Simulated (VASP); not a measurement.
# SrO (P4/mmm) in VASP: a series of runs

The runs below take SrO through single point, with PBE, r2SCAN.

Program: VASP 6.6.1. These are calculated values, not measurements. Logs are shortened: lines on timing, memory, paths and dates and some standing lists are left out, and cuts for length are marked.

## 1. The cell of the first run

It takes space group P4/mmm (No. 123, tetragonal). Conventional cell: a = 3.103 Å, b = 3.103 Å, c = 3.032 Å, α = 90.00°, β = 90.00°, γ = 90.00°. Sr (site symmetry 4/mmm) has 8 O at 2.67 Å and 6 Sr at 3.03 to 3.10 Å within 3.5 Å. Within 3.5 Å of O (site symmetry 4/mmm) lie 8 Sr at 2.67 Å and 6 O at 3.03 to 3.10 Å.

## 2. Single point, PBE (uniaxial z strain -2.3%)

INCAR reads:

```
  ALGO = Normal
  EDIFF = 1E-6
  ENCUT = 520
  GGA = PE
  ISIF = 2
  ISMEAR = -1
  LASPH = T
  LCHARG = F
  LREAL = F
  LWAVE = F
  NBANDS = 15
  NELM = 60
  PREC = Accurate
  SIGMA = 0.02
```

KPOINTS reads:

```
k-points
0
Gamma
  8 8 8
```

POSCAR reads:

```
SrO
1.0
    3.1028650671      0.0000000000      0.0000000000
    0.0000000000      3.1028650671      0.0000000000
    0.0000000000      0.0000000000      3.0324300301
Sr O
1 1
Direct
    0.0000000000      0.0000000000      0.0000000000
    0.5000000000      0.5000000000      0.5000000000
```

Potentials or basis: VASP PAW PBE potentials, release 64 (Sr_sv, O).

The run is started by

```sh
$ cat potpaw_PBE.64/Sr_sv/POTCAR potpaw_PBE.64/O/POTCAR > POTCAR
$ mpirun -np 1 vasp_std > vasp.out
```

OUTCAR:

```text
EDIFF = 1E-6
   ENCUT = 520
   GGA = PE
   ISIF = 2
   ISMEAR = -1
   LASPH = T
   LREAL = F
   NELM = 60
   PREC = Accurate

 ion  position               nearest neighbor table
   1  0.000  0.000  0.000-   2 2.67   2 2.67   2 2.67   2 2.67   2 2.67   2 2.67   2 2.67   2 2.67

   2  0.500  0.500  0.500-   1 2.67   1 2.67   1 2.67   1 2.67   1 2.67   1 2.67   1 2.67   1 2.67

  LATTYP: Found a simple tetragonal cell.
 ALAT       =     3.1028650671
 C/A-ratio  =     0.9773000000

  Lattice vectors:

 A1 = (   3.1028650671,   0.0000000000,   0.0000000000)
 A2 = (   0.0000000000,   3.1028650671,   0.0000000000)
 A3 = (   0.0000000000,   0.0000000000,   3.0324300301)

Analysis of symmetry for initial positions (statically):
=====================================================================
 Subroutine PRICEL returns:
 Original cell was already a primitive cell.

 Routine SETGRP: Setting up the symmetry group for a
 simple tetragonal supercell.

 Subroutine GETGRP returns: Found 16 space group operations
 (whereof 16 operations were pure point group operations)
 out of a pool of 16 trial point group operations.

The static configuration has the point symmetry D_4h.

Analysis of symmetry for dynamics (positions and initial velocities):
=====================================================================
 Subroutine PRICEL returns:
 Original cell was already a primitive cell.

 Routine SETGRP: Setting up the symmetry group for a
 simple tetragonal supercell.

 Subroutine GETGRP returns: Found 16 space group operations
 (whereof 16 operations were pure point group operations)
 out of a pool of 16 trial point group operations.

The dynamic configuration has the point symmetry D_4h.

 Subroutine INISYM returns: Found 16 space group operations
 (whereof 16 operations are pure point group operations),
 and found     1 'primitive' translations

----------------------------------------------------------------------------------------

                                     Primitive cell

  volume of cell :      29.1955

  direct lattice vectors                    reciprocal lattice vectors
     3.102865067  0.000000000  0.000000000     0.322282787  0.000000000  0.000000000
     0.000000000  3.102865067  0.000000000     0.000000000  0.322282787  0.000000000
     0.000000000  0.000000000  3.032430030     0.000000000  0.000000000  0.329768532

  length of vectors
     3.102865067  3.102865067  3.032430030     0.322282787  0.322282787  0.329768532

  position of ions in fractional coordinates (direct lattice)
     0.000000000  0.000000000  0.000000000
     0.500000000  0.500000000  0.500000000

  ion indices of the primitive-cell ions
   primitive index   ion index
                 1           1
                 2           2

----------------------------------------------------------------------------------------

 KPOINTS: k-points

Automatic generation of k-mesh.
 Grid dimensions read from file:
 generate k-points for:    8    8    8

 Generating k-lattice:

  Cartesian coordinates                     Fractional coordinates (reciprocal lattice)
     0.040285348  0.000000000  0.000000000     0.125000000  0.000000000  0.000000000
     0.000000000  0.040285348  0.000000000     0.000000000  0.125000000  0.000000000
     0.000000000  0.000000000  0.041221067     0.000000000  0.000000000  0.125000000

  Length of vectors
     0.040285348  0.040285348  0.041221067

  Shift w.r.t. Gamma in fractional coordinates (k-lattice)
     0.000000000  0.000000000  0.000000000

 Subroutine IBZKPT returns following result:
 ===========================================

 Found     75 irreducible k-points:

 Following reciprocal coordinates:
            Coordinates               Weight
  0.000000  0.000000  0.000000      1.000000
  0.125000  0.000000  0.000000      4.000000
  0.250000  0.000000  0.000000      4.000000
  0.375000  0.000000  0.000000      4.000000
  0.500000  0.000000  0.000000      2.000000
  0.125000  0.125000  0.000000      4.000000
[... 16 lines left out ...]
  0.375000  0.125000  0.125000     16.000000
  0.500000  0.125000  0.125000      8.000000
 [... further k-points ...]
   k-points           NKPTS =     75   k-points in BZ     NKDIM =     75   number of bands    NBANDS=     15
   number of dos      NEDOS =    301   number of ions     NIONS =      2
   total plane-waves  NPLWV =  13824
   dimension x,y,z NGX =    24 NGY =   24 NGZ =   24
   dimension x,y,z NGXF=    48 NGYF=   48 NGZF=   48
   ions per type =               1   1
   NGX,Y,Z   is equivalent  to a cutoff of  12.86, 12.86, 13.16 a.u.
   NGXF,Y,Z  is equivalent  to a cutoff of  25.72, 25.72, 26.31 a.u.
 SYSTEM =  unknown system
   PREC   = accura    normal or accurate (medium, high low for compatibility)
   ISTART =      0    job   : 0-new  1-cont  2-samecut
   ICHARG =      2    charge: 1-file 2-atom 10-const
   ISPIN  =      1    spin polarized calculation?
   LNONCOLLINEAR =      F non collinear calculations
   LSORBIT =      F    spin-orbit coupling
   LASPH  =      T    aspherical Exc in radial PAW
   ENCUT  =  520.0 eV  38.22 Ry    6.18 a.u.   5.77  5.77  5.64*2*pi/ulx,y,z
   NELM   =     60;   NELMIN=  2; NELMDL= -5     # of ELM steps
   EDIFF  = 0.1E-05   stopping-criterion for ELM
   LREAL  =      F    real-space projection
   EDIFFG = 0.1E-04   stopping-criterion for IOM
   NSW    =      0    number of steps for IOM
   IBRION =     -1    ionic relax: 0-MD 1-quasi-New 2-CG
   NFREE  =      0    steps in history (QN), initial steepest desc. (CG)
   ISIF   =      2    stress and relaxation
   ISYM   =      2    0-nonsym 1-usesym 2-fastsym
   POTIM  = 0.5000    time-step for ionic-motion
   TEBEG  =    0.0;   TEEND  =   0.0 temperature during run
   PSTRESS=    0.0 pullay stress
   NELECT =      16.0000    total number of electrons
   NUPDOWN=      -1.0000    fix difference up-down
   EMIN   =  10.00;   EMAX   =-10.00  energy-range for DOS
   EFERMI =   0.00;   METHOD = LEGACY
   ISMEAR =    -1;   SIGMA  =   0.02  broadening in eV -4-tet -1-fermi 0-gaus
   EFERMI_NEDOS =   21; number of points for ismear=-14 and -15
   IALGO  =     38    algorithm
   IMIX   =      4    mixing-type and parameters
     AMIX     =   0.40;   BMIX     =  1.00
     AMIX_MAG =   1.60;   BMIX_MAG =  1.00
  volume/ion in A,a.u.               =      14.60        98.51
  Fermi-wavevector in a.u.,A,eV,Ry     =   1.339705  2.531676 24.419880  1.794811
  Thomas-Fermi vector in A             =   2.468076
   LORBIT       =      0    0 simple, 1 ext, 2 COOP (PROOUT), +10 PAW based schemes
   GGA     = PE    functional components
   LHFCALC =     F    Hartree Fock is set to
   AEXX    =    0.0000 exact exchange contribution
   IVDW    =     0    specifies the selected vdW correction
   LEPSILON=     F    determine dielectric tensor
   LRPA    =     F    only Hartree local field effects (RPA)
 non-spin polarized calculation
  energy-cutoff  :      520.00
  volume of cell :       29.20
 maximum number of plane-waves:       800
 NGX is ok and might be reduce to    24
   NGX = 11   NGY = 11   NGZ = 11

 number of electron      16.0000005 magnetization

 Free energy of the ion-electron system (eV)
  ---------------------------------------------------
  ext. energy  EPLUGINS =         0.00000000
  ---------------------------------------------------
  free energy    TOTEN  =       -11.17969555 eV

  energy without entropy =      -11.17969555  energy(sigma->0) =      -11.17969555

 E-fermi :   3.8817     XC(G=0): -10.9424

 val. band max:        3.3723382971   @ k =   0.5000   0.5000   0.0000
 cond. band min:       5.9967603044   @ k =   0.0000   0.0000   0.0000
 fundamental gap:      2.6244220073
 Fermi energy:         3.8817129673

 k-point     1 :       0.0000    0.0000    0.0000
  band No.  band energies     occupation
      1     -30.5686      2.00000
      2     -12.4774      2.00000
      3     -11.7373      2.00000
      4     -11.7373      2.00000
      5     -11.6287      2.00000
      6       3.1630      2.00000
      7       3.1630      2.00000
      8       3.3229      2.00000
      9       5.9968      0.00000
     10       6.0020      0.00000
     11       8.2369      0.00000
     12      13.8400      0.00000
     13      14.0876      0.00000
     14      14.0876      0.00000
     15      22.9898      0.00000

 k-point     2 :       0.1250    0.0000    0.0000
  band No.  band energies     occupation
      1     -30.5362      2.00000
      2     -12.9894      2.00000
      3     -11.7068      2.00000
      4     -11.5998      2.00000
      5     -11.3839      2.00000
      6       2.5377      2.00000
      7       3.0673      2.00000
      8       3.2420      2.00000
      9       6.1368      0.00000
     10       6.7560      0.00000
     11       8.9079      0.00000
     12      13.6253      0.00000
     13      13.8404      0.00000
     14      14.1625      0.00000
     15      20.9439      0.00000

 k-point     3 :       0.2500    0.0000    0.0000
  band No.  band energies     occupation
      1     -30.4564      2.00000
      2     -13.7692      2.00000
      3     -11.6317      2.00000
      4     -11.5289      2.00000
      5     -10.9541      2.00000
      6       1.4313      2.00000
      7       2.8301      2.00000
      8       3.0394      2.00000
      9       6.4973      0.00000
     10       8.5003      0.00000
     11      10.4583      0.00000
     12      13.2263      0.00000
     13      13.3713      0.00000
     14      14.3514      0.00000
     15      18.4483      0.00000
[... 343 lines left out ...]
 k-point    23 :       0.3750    0.1250    0.1250
  band No.  band energies     occupation
      1     -30.3081      2.00000
      2     -14.1476      2.00000
      3     -11.8941      2.00000
      4     -11.7433      2.00000
      5     -10.7664      2.00000
      6       0.9812      2.00000
      7       2.2825      2.00000
      8       2.8593      2.00000
      9       7.8018      0.00000
     10      10.3018      0.00000
     11      10.9410      0.00000
     12      12.3739      0.00000
     13      13.2275      0.00000
     14      14.1666      0.00000
     15      18.5487      0.00000

 k-point    24 :       0.5000    0.1250    0.1250
  band No.  band energies     occupation
      1     -30.2745      2.00000
      2     -14.3495      2.00000
      3     -11.7837      2.00000
      4     -11.7050      2.00000
      5     -10.8156      2.00000
      6       0.7479      2.00000
      7       2.1730      2.00000
      8       2.8759      2.00000
      9       7.9325      0.00000
     10      10.7864      0.00000
     11      10.8586      0.00000
     12      12.2815      0.00000
     13      13.2361      0.00000
     14      15.7705      0.00000
     15      18.0164      0.00000

 [... further k-points ...]
[... 5 lines left out ...]
  --------------------------------------------------------------------------------------
  -------------------------------------------------------------------------------------
  Total        0.6809999      0.6809999      1.9859452      0.0000000      0.0000000     -0.0000000
  in kB       37.3715460     37.3715460    108.9836288      0.0000000      0.0000000     -0.0000000
  external PRESSURE =      61.2422403 kB  Pullay stress =       0.0000000 kB

 VOLUME and BASIS-vectors are now :
 -----------------------------------------------------------------------------
  energy-cutoff  :      520.00
  volume of cell :       29.20
      direct lattice vectors                 reciprocal lattice vectors
     3.102865067  0.000000000  0.000000000     0.322282787  0.000000000  0.000000000
     0.000000000  3.102865067  0.000000000     0.000000000  0.322282787  0.000000000
     0.000000000  0.000000000  3.032430030     0.000000000  0.000000000  0.329768532

 POSITION                                       TOTAL-FORCE (eV/Angst)
 -----------------------------------------------------------------------------------
      0.00000      0.00000      0.00000         0.000000      0.000000      0.000000
      1.55143      1.55143      1.51622         0.000000      0.000000      0.000000
 -----------------------------------------------------------------------------------
    total drift:                                0.000000      0.000000     -0.000000

  FREE ENERGIE OF THE ION-ELECTRON SYSTEM (eV)
  ---------------------------------------------------
  free  energy   TOTEN  =       -11.1796955504 eV

  energy  without entropy=      -11.1796955504  energy(sigma->0) =      -11.17969555
```

It took 14 s on 1 thread of Intel Xeon 6975P-C, shared host; peak memory 0.16 GiB.

What came out:

* Free energy: -11.1797 eV
* Pressure: 6.1 GPa
* Band gap on the k mesh: 2.62 eV, indirect (least direct gap 2.67 eV)

Caveat: the cell differs from its parent crystal (uniaxial z strain -2.3%).

## 3. Single point, PBE (epitaxial xy strain +3.1%)

INCAR reads:

```
ALGO     = Normal         # electronic algorithm
EDIFF    = 1E-6           # SCF threshold, eV
ENCUT    = 520            # plane-wave cutoff, eV
GGA      = PE             # functional
ISIF     = 2              # what is computed and relaxed
ISMEAR   = -1             # smearing method
LASPH    = True           # aspherical terms in the spheres
LCHARG   = False          # write CHGCAR
LREAL    = False          # projectors in reciprocal space
LWAVE    = False          # write WAVECAR
NBANDS   = 15             # bands
NELM     = 60             # most SCF steps
PREC     = Accurate       # precision mode
SIGMA    = 0.02           # smearing width, eV
```

KPOINTS is that of step 2.

POSCAR reads:

```
SrO
1.0
    3.1999847437      0.0000000000      0.0000000000
    0.0000000000      3.1999847437      0.0000000000
    0.0000000000      0.0000000000      3.1084705340
Sr O
1 1
Direct
    0.0000000000      0.0000000000      0.0000000000
    0.5000000000      0.5000000000      0.5000000000
```

Potentials or basis: VASP PAW PBE potentials, release 64 (Sr_sv, O).

The run is started by

```sh
$ cat potpaw_PBE.64/Sr_sv/POTCAR potpaw_PBE.64/O/POTCAR > POTCAR
$ mpirun -np 1 vasp_std > vasp.out
```

Run time: 17 s. Hardware: 1 thread of Intel Xeon 6975P-C, shared host; peak memory 0.16 GiB.

The run converged. Its results:

```
Free energy            : -11.2031 eV
Pressure               : -2.2 GPa
Band gap on the k mesh : 2.60 eV, indirect (least direct gap 2.69 eV)
```

Stress tensor (GPa, compression positive):
```
-4.89  0.00  0.00
 0.00 -4.89  0.00
 0.00  0.00  3.26
```

Levels at points of the mesh, in eV from the valence-band top:
| k point | band 6 | band 7 | band 8 | band 9 | band 10 | band 11 |
| --- | --- | --- | --- | --- | --- | --- |
| (0.00, 0.00, 0.00) | -0.29 | -0.29 | -0.09 | 2.60 | 2.62 | 3.93 |
| (0.50, 0.00, 0.00) | -2.99 | -0.84 | -0.55 | 3.60 | 6.69 | 8.85 |
| (0.50, 0.50, 0.00) | -1.36 | -1.36 | 0.00 | 3.68 | 4.53 | 7.45 |
| (0.00, 0.00, 0.50) | -2.96 | -0.80 | -0.80 | 3.83 | 7.02 | 8.50 |
| (0.50, 0.00, 0.50) | -1.38 | -1.33 | -0.19 | 3.95 | 4.08 | 6.87 |
| (0.50, 0.50, 0.50) | -2.88 | -2.88 | -2.82 | 7.60 | 7.60 | 7.99 |

Caveat: the cell differs from its parent crystal (epitaxial xy strain +3.1%). A k mesh can miss the band edges.

## 4. Single point, r2SCAN (uniaxial z strain -2.3%)

POSCAR reads:

```
SrO
1.0
    3.1028650671      0.0000000000      0.0000000000
    0.0000000000      3.1028650671      0.0000000000
    0.0000000000      0.0000000000      3.0324300301
Sr O
1 1
Direct
    0.0000000000      0.0000000000      0.0000000000
    0.5000000000      0.5000000000      0.5000000000
```

INCAR.step1 reads:

```
PREC = Accurate ; ENCUT = 520
ISMEAR = 0 ; SIGMA = 0.01
LREAL = False ; LASPH = True
NELM = 100 ; NBANDS = 15
GGA = PE ; ALGO = Normal
EDIFF = 1E-4 ; LWAVE = True
LCHARG = False
```

INCAR.step2 reads:

```
PREC = Accurate ; ENCUT = 520
EDIFF = 1E-7 ; ISMEAR = 0
SIGMA = 0.01 ; LREAL = False
LASPH = True ; NELM = 100
ALGO = Normal ; ISIF = 2
LWAVE = False ; LCHARG = False
METAGGA = R2SCAN ; LMIXTAU = True
NBANDS = 15 ; ISTART = 1
```

KPOINTS reads:

```
Automatic mesh
0
Gamma
  8 8 8
```

The run is started by

```sh
$ cat potpaw_PBE.64/Sr_sv/POTCAR potpaw_PBE.64/O/POTCAR > POTCAR
$ cp INCAR.step1 INCAR
$ mpirun -np 1 vasp_std > vasp.out
$ cp INCAR.step2 INCAR
$ mpirun -np 1 vasp_std > vasp.out
```

It took 56 s on 1 thread of Intel Xeon 6975P-C, shared host; peak memory 0.17 GiB.

The run converged. Its results:

```
Free energy            : -26.2676 eV
Pressure               : 3.3 GPa
Band gap on the k mesh : 3.12 eV, indirect (least direct gap 3.17 eV)
```

Stress tensor (GPa, compression positive):
```
0.84 0.00 0.00
0.00 0.84 0.00
0.00 0.00 8.23
```

Levels at points of the mesh, in eV from the valence-band top:
| k point | band 5 | band 6 | band 7 | band 8 | band 9 | band 10 | band 11 | band 12 |
| --- | --- | --- | --- | --- | --- | --- | --- | --- |
| (0.00, 0.00, 0.00) | -15.56 | -0.21 | -0.21 | -0.04 | 3.12 | 3.13 | 5.79 | 11.08 |
| (0.50, 0.00, 0.00) | -14.67 | -3.07 | -0.89 | -0.63 | 4.24 | 8.04 | 10.15 | 10.20 |
| (0.50, 0.50, 0.00) | -15.20 | -1.33 | -1.33 | 0.00 | 4.62 | 5.42 | 8.41 | 8.41 |
| (0.00, 0.00, 0.50) | -14.78 | -3.06 | -0.85 | -0.85 | 4.42 | 8.35 | 9.84 | 9.84 |
| (0.50, 0.00, 0.50) | -15.26 | -1.37 | -1.32 | -0.16 | 4.82 | 5.01 | 7.91 | 8.19 |
| (0.50, 0.50, 0.50) | -16.08 | -3.18 | -3.18 | -3.14 | 8.95 | 8.95 | 9.28 | 13.86 |

Caveat: the cell differs from its parent crystal (uniaxial z strain -2.3%); the PAW data sets were made with another functional, which shifts forces and pressure a little. A k mesh can miss the band edges.

## 5. Single point, r2SCAN (epitaxial xy strain +3.1%)

POSCAR reads:

```
SrO
1.0
    3.1999847437      0.0000000000      0.0000000000
    0.0000000000      3.1999847437      0.0000000000
    0.0000000000      0.0000000000      3.1084705340
Sr O
1 1
Direct
    0.0000000000      0.0000000000      0.0000000000
    0.5000000000      0.5000000000      0.5000000000
```

INCAR.step1 reads:

```
ALGO = Normal
EDIFF = 1E-4
ENCUT = 520
GGA = PE
ISMEAR = 0
LASPH = True
LCHARG = False
LREAL = False
LWAVE = True
NBANDS = 15
NELM = 60
PREC = Accurate
SIGMA = 0.01
```

INCAR.step2 reads:

```
ALGO = Normal
EDIFF = 1E-7
ENCUT = 520
ISIF = 2
ISMEAR = 0
ISTART = 1
LASPH = True
LCHARG = False
LMIXTAU = True
LREAL = False
LWAVE = False
METAGGA = R2SCAN
NBANDS = 15
NELM = 60
PREC = Accurate
SIGMA = 0.01
```

KPOINTS reads:

```
k-points
0
Gamma
  8 8 8
```

The run is started by

```sh
$ cat potpaw_PBE.64/Sr_sv/POTCAR potpaw_PBE.64/O/POTCAR > POTCAR
$ cp INCAR.step1 INCAR
$ mpirun -np 1 vasp_std > vasp.out
$ cp INCAR.step2 INCAR
$ mpirun -np 1 vasp_std > vasp.out
```

Wall time 66 s (1 thread of Intel Xeon 6975P-C, shared host); peak memory 0.17 GiB.

Results (log left out):

```yaml
Free_energy: -26.2445 eV
Pressure: -5.0 GPa
Band_gap_on_the_k_mesh: 3.09 eV, indirect (least direct gap 3.17 eV)
```

Stress tensor (GPa, compression positive):
```
-7.81  0.00  0.00
 0.00 -7.81  0.00
 0.00  0.00  0.61
```

Levels at points of the mesh, in eV from the valence-band top:
```
           k point  band 6  band 7  band 8  band 9  band 10  band 11
(0.00, 0.00, 0.00)   -0.28   -0.28   -0.09    3.09     3.10     4.79
(0.50, 0.00, 0.00)   -2.94   -0.84   -0.54    4.08     7.35     9.50
(0.50, 0.50, 0.00)   -1.38   -1.38    0.00    4.27     5.12     8.04
(0.00, 0.00, 0.50)   -2.91   -0.80   -0.80    4.31     7.69     9.13
(0.50, 0.00, 0.50)   -1.41   -1.35   -0.19    4.53     4.66     7.46
(0.50, 0.50, 0.50)   -2.88   -2.88   -2.83    8.26     8.26     8.66
```

Caveat: the cell differs from its parent crystal (epitaxial xy strain +3.1%); the PAW data sets were made with another functional, which shifts forces and pressure a little. A k mesh can miss the band edges.

## 6. Overview

```csv
level,cell,smearing,gap on the mesh (eV),pressure (GPa)
PBE,"a = 3.103, b = 3.103, c = 3.032 Å, 2 atoms",fermi-dirac 0.02 eV,2.62,6.1
PBE,"a = 3.200, b = 3.200, c = 3.108 Å, 2 atoms",fermi-dirac 0.02 eV,2.60,-2.2
r2SCAN,"a = 3.103, b = 3.103, c = 3.032 Å, 2 atoms",gaussian 0.01 eV,3.12,3.3
r2SCAN,"a = 3.200, b = 3.200, c = 3.108 Å, 2 atoms",gaussian 0.01 eV,3.09,-5.0
```

Alike in all rows: task single point; potentials or basis VASP PAW PBE potentials, release 64 (Sr_sv, O); no spin polarisation; k mesh 8 × 8 × 8; cutoff (eV) 520.

Caveats: the PAW data sets were made with another functional, which shifts forces and pressure a little (some runs).

Total energies depend on the potentials used, so only differences within one code and one set of settings carry meaning.
